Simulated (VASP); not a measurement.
Write the native input for VASP 6.6.1 that does the following.

| Property | Result |
| --- | --- |
| Task | single point |
| Functional | PBE |
| Dispersion | D3(BJ) |
| Potentials or basis | VASP PAW PBE potentials, release 64 (Sn_d, O) |
| Cutoff | 520 eV |
| k mesh | 7 × 7 × 1 |
| Occupations | gaussian, width 0.05 eV |
| Spin | no spin polarisation |
| Dipole correction | yes |
| Further INCAR settings | ALGO = Normal; EDIFF = 1e-06; NBANDS = 50 |

The structure of SnO lies in POSCAR:

```
SnO
1.0
    3.8201527579      0.0002954580      0.0000000000
   -0.0003145460      3.8201527564      0.0000000000
    0.0000000000      0.0000000000     22.2260749779
Sn O
4 4
Direct
    0.9999453016      0.9999453016      0.2024648978
    0.4999453016      0.4999453016      0.3087831520
    0.4999453016      0.8749453016      0.4977503900
   -0.0000546984      0.3749453016      0.6040686442
    0.9999461181      0.4999461181      0.2556240249
    0.4999461181      0.9999461181      0.2556240249
    0.4999461181      0.3749461181      0.5509095171
   -0.0000538819      0.8749461181      0.5509095171
```

This cell differs from its parent crystal: layers slid over each other.

These files were run (other wordings do the same):

INCAR

```
SYSTEM = SnO
PREC = Accurate ; ENCUT = 520
EDIFF = 1E-6 ; ISMEAR = 0
SIGMA = 0.05 ; LREAL = .False.
LASPH = .True. ; NELM = 80
ALGO = Normal ; ISIF = 2
LWAVE = .False. ; LCHARG = .False.
LDIPOL = .True. ; IDIPOL = 3
DIPOL = 0.5 0.5 0.403 ; GGA = PE
IVDW = 12 ; NBANDS = 50
```

KPOINTS

```
regular mesh
0
Gamma
  7 7 1
  0 0 0
```

Potentials or basis: VASP PAW PBE potentials, release 64 (Sn_d, O).

The run is started by

```console
$ cat potpaw_PBE.64/Sn_d/POTCAR potpaw_PBE.64/O/POTCAR > POTCAR
$ mpirun -np 1 vasp_std > vasp.out
```

It gave:

- Largest force: 0.125 eV/Å
- Band gap on the k mesh: 2.47 eV (least direct gap 2.57 eV)
- Dispersion energy per atom: -0.155 eV

Caveat: the cell differs from its parent crystal (layers slid over each other); spin-orbit coupling is left out, which moves the levels of the heavy elements.

It took 13 min on 1 thread of Intel Xeon 8259CL, on a shared host, peak memory 0.45 GiB.
